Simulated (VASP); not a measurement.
**KI: single point with PBE**

Crystal: KI.

```
CELL_PARAMETERS angstrom
0.00000 3.54428 3.73993
3.54428 0.00000 3.73993
3.54428 3.54428 0.00000
ATOMIC_POSITIONS crystal
K 0.00000 0.00000 0.00000
I 0.50000 0.50000 0.50000
```

This cell differs from its parent crystal: uniaxial z strain +5.5%.

- Program: VASP 6.6.1
- Task: single point
- Functional: PBE
- Potentials or basis: VASP PAW PBE potentials, release 64 (K_sv, I)
- Cutoff: 520 eV
- k mesh: 6 × 6 × 6
- Occupations: fermi-dirac, width 0.02 eV
- Spin: no spin polarisation

```yaml
Pressure: 0.0 GPa
Band_gap_on_the_k_mesh: 3.82 eV, direct
```

Stress tensor (GPa, compression positive):
```
 0.27  0.00  0.00
 0.00  0.27  0.00
 0.00  0.00 -0.64
```

Levels at points of the mesh, in eV from the valence-band top:
| k point | band 4 | band 5 | band 6 | band 7 | band 8 | band 9 | band 10 | band 11 | band 12 | band 13 |
| --- | --- | --- | --- | --- | --- | --- | --- | --- | --- | --- |
| (0.00, 0.00, 0.00) | -12.09 | -10.42 | 0.00 | 0.00 | 0.00 | 3.82 | 6.32 | 6.62 | 6.62 | 7.10 |
| (0.50, 0.00, 0.00) | -12.09 | -10.20 | -1.19 | -0.30 | -0.28 | 5.45 | 7.49 | 7.84 | 8.22 | 8.59 |
| (0.50, 0.50, 0.00) | -12.11 | -10.31 | -0.92 | -0.28 | -0.28 | 5.05 | 5.62 | 7.95 | 8.32 | 8.52 |
| (0.50, 0.00, 0.50) | -12.11 | -10.29 | -0.89 | -0.39 | -0.32 | 5.02 | 5.63 | 8.06 | 8.54 | 8.57 |

Wall time 37 s on 1 thread of Intel(R) Xeon(R) Platinum 8375C CPU @ 2.90GHz (Ice Lake), with other jobs on the host, peak memory 0.25 GiB.

Caveat: the cell differs from its parent crystal (uniaxial z strain +5.5%); spin-orbit coupling is left out, which moves the levels of the heavy elements.
